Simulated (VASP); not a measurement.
Runs of VASP 6.6.1 on TaO. The structure is that of space group P6/mmm (No. 191), or close to it. The cells are those of the table. 

```tsv
task	level	cell	k mesh	cutoff (eV)	grid for exact exchange (PRECFOCK)	share of exact exchange	screening parameter	gap on the mesh (eV)	pressure (GPa)
single point	PBE-based screened hybrid with 25 % exact exchange	a = 3.066, b = 3.066, c = 3.855 Å, angles 90.0, 90.0, 120.0°, 2 atoms	5 × 5 × 4	520	Normal	0.25	0.3 1/Å	none	-5.0
single point	HSE06	a = 3.066, b = 3.066, c = 3.855 Å, angles 90.0, 90.0, 120.0°, 2 atoms	5 × 5 × 4	520	Normal	0.25	0.2079 1/Å	none	-5.3
single point	HF	a = 3.106, b = 3.106, c = 3.818 Å, angles 90.0, 90.0, 120.0°, 2 atoms	5 × 5 × 4	520	Normal	1	-	none	-2.1
single point	PBE	a = 2.954, b = 2.954, c = 3.828 Å, angles 90.0, 90.0, 120.0°, 2 atoms	10 × 10 × 7	520	-	-	-	none	(a)
relaxation of cell and atoms	PBE	relaxed to 20 GPa from a = 3.066, b = 3.066, c = 3.855 Å, angles 90.0, 90.0, 120.0°, 2 atoms	10 × 10 × 7	600	-	-	-	none	20.0
```

Alike in all rows: potentials or basis VASP PAW PBE potentials, release 64 (Ta_pv, O); no spin polarisation; smearing fermi-dirac 0.05 eV.

Problem. Estimate the missing entries.

Solution. (a) 10.6.

Caveats: some runs use coarse meshes; spin-orbit coupling is left out, which moves the levels of the heavy elements; an odd number of electrons without spin polarisation forces a metal; a magnetic or distorted state may lie lower; the PAW data sets were made with another functional, which shifts forces and pressure a little (at least some runs); the cell stands under pressure (at least some runs); the cell is relaxed towards a set pressure, so the run minimises the enthalpy, not the energy (at least some runs).

A k mesh can miss the band edges, and the runs leave out spin-orbit coupling on Ta.

A gap of «none» marks levels without a gap at the run's occupations.
